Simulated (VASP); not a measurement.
Crystal: Ni.

```
Ni
1.0
     2.44802    0.00000    0.00000
    -1.22401    2.12005    0.00000
     0.00000    0.00000    4.07281
Ni
2
Direct
  0.33333 0.66667 0.25000
  0.66667 0.33333 0.75000
```

This isn't the form of Ni at room conditions, which is fcc.

Base run:

| Quantity | Value |
| --- | --- |
| Program | VASP 6.6.1 |
| Functional | r2SCAN |
| Potentials or basis | VASP PAW PBE potentials, release 64 (Ni) |
| Cutoff | 520 eV |
| k mesh | 15 × 15 × 8 |
| Occupations | fermi-dirac, width 0.1 eV |
| Spin | collinear spin, ferromagnetic start |
| Starting moments | [1.5, 1.5] μB |

Its results: pressure -0.3 GPa; net moment 1.36 μB per cell; site moments Ni +0.70 μB.

The run is repeated on the same cell with these changes: functional from r2SCAN to PBEsol. What comes out?

Pressure -2.9 GPa; net moment 1.25 μB per cell; site moments Ni +0.63 μB.

Caveats: the PAW data sets were made with another functional, which shifts forces and pressure a little.
